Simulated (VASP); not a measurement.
Write the native input for VASP 6.6.1 that does the following.

```yaml
Task: single point
Functional: PBE
Potentials_or_basis: VASP PAW PBE potentials, release 64 (Cr_sv, O)
Cutoff: 700 eV
k_mesh: 18 × 18 × 8
Occupations: gaussian, width 0.1 eV
Spin: no spin polarisation
Dipole_correction: no
Further_INCAR_settings: ALGO = Normal; EDIFF = 1e-06; NBANDS = 20
```

The structure of CrO2 lies in POSCAR:

```
CrO2
1.0
    2.8937217999      0.0000000000      0.0000000000
   -1.4468609000      2.5060365902      0.0000000000
    0.0000000000      0.0000000000      5.3431273234
Cr O
1 2
Direct
    0.0000000000      0.0000000000      0.0000000000
    0.3333333333      0.6666666667      0.1774269764
    0.6666666667      0.3333333333      0.8225730236
```

These files were run (other wordings do the same):

INCAR

```
PREC = Accurate
ENCUT = 700
EDIFF = 1E-6
ISMEAR = 0
SIGMA = 0.1
LREAL = F
LASPH = T
NELM = 120
ALGO = Normal
ISIF = 2
LWAVE = F
LCHARG = T
GGA = PE
LELF = T
LVHAR = T
NBANDS = 20
GGA_COMPAT = F
```

KPOINTS

```
Automatic mesh
0
Gamma
  18 18 8
```

Potentials or basis: VASP PAW PBE potentials, release 64 (Cr_sv, O).

Run with:

```bash
$ cat potpaw_PBE.64/Cr_sv/POTCAR potpaw_PBE.64/O/POTCAR > POTCAR
$ mpirun -np 1 vasp_std > vasp.out
```

It gave:

| Quantity | Value |
| --- | --- |
| Pressure | -4.6 GPa |
| Largest force | 0.245 eV/Å |
| Band gap on the k mesh | zero (bands 13 and 14 overlap by 0.75 eV) |

Caveat: the stress differs along the axes, from -8 to 2 GPa; the run has no spin polarisation, though such a crystal can be magnetic; semilocal functionals often make such compounds metallic where correlation or magnetic order opens a gap, which also shifts bond lengths.

Run time: 2.9 min on 1 thread of Intel(R) Xeon(R) Platinum 8559C (Emerald Rapids) (shared host), peak memory 0.4 GiB.
